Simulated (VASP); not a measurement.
Crystal: Cs4Au.

```
Cs Au
1.0
    -3.86576    3.86576    3.86576
     3.86576   -3.86576    3.86576
     3.86576    3.86576   -3.86576
Cs Au
4 1
Cartesian
  1.9329 1.9329 -1.9329
  -1.9329 1.9329 1.9329
  1.9329 -1.9329 1.9329
  1.9329 1.9329 1.9329
  0.0000 0.0000 0.0000
```

The cell was generated, and may not be a known phase.

```yaml
Program: VASP 6.6.1
Task: relaxation of cell and atoms
Functional: PBE
Potentials_or_basis: VASP PAW PBE potentials, release 64 (Cs_sv, Au)
Cutoff: 600 eV
k_mesh: 4 × 4 × 4
Occupations: gaussian, width 0.1 eV
Spin: no spin polarisation
```

At the start: pressure 4.7 GPa; volume 46.22 Å³/atom.

Q: Where does the relaxation end?

A: Over 6 steps the energy falls by 310.7 meV/atom and the volume is 78.83 Å³/atom (+70.6 %); space group Im-3m (No. 229, to 0.1 Å) before and after.

Step by step:
| step | energy change (eV) | largest force (eV/Å) | pressure (GPa) | volume (Å³) |
| --- | --- | --- | --- | --- |
| 1 | 0.0000 | 0.0000 | 4.72 | 231.08 |
| 2 | -0.9496 | 0.0000 | 2.05 | 279.67 |
| 3 | -1.4549 | 0.0000 | 0.68 | 341.10 |
| 4 | -1.3573 | 0.0000 | -0.54 | 489.69 |
| 5 | -1.5483 | 0.0000 | -0.12 | 406.19 |
| 6 | -1.5536 | 0.0000 | -0.02 | 394.15 |

Final structure:
```
CELL_PARAMETERS angstrom
-4.61886 4.61886 4.61886
4.61886 -4.61886 4.61886
4.61886 4.61886 -4.61886
ATOMIC_POSITIONS crystal
Cs 0.00000 0.00000 0.50000
Cs 0.50000 0.00000 0.00000
Cs 0.00000 0.50000 0.00000
Cs 0.50000 0.50000 0.50000
Au 0.00000 0.00000 0.00000
```

Caveat: the volume moved by over 15 % at a fixed basis, so the end points are rough.
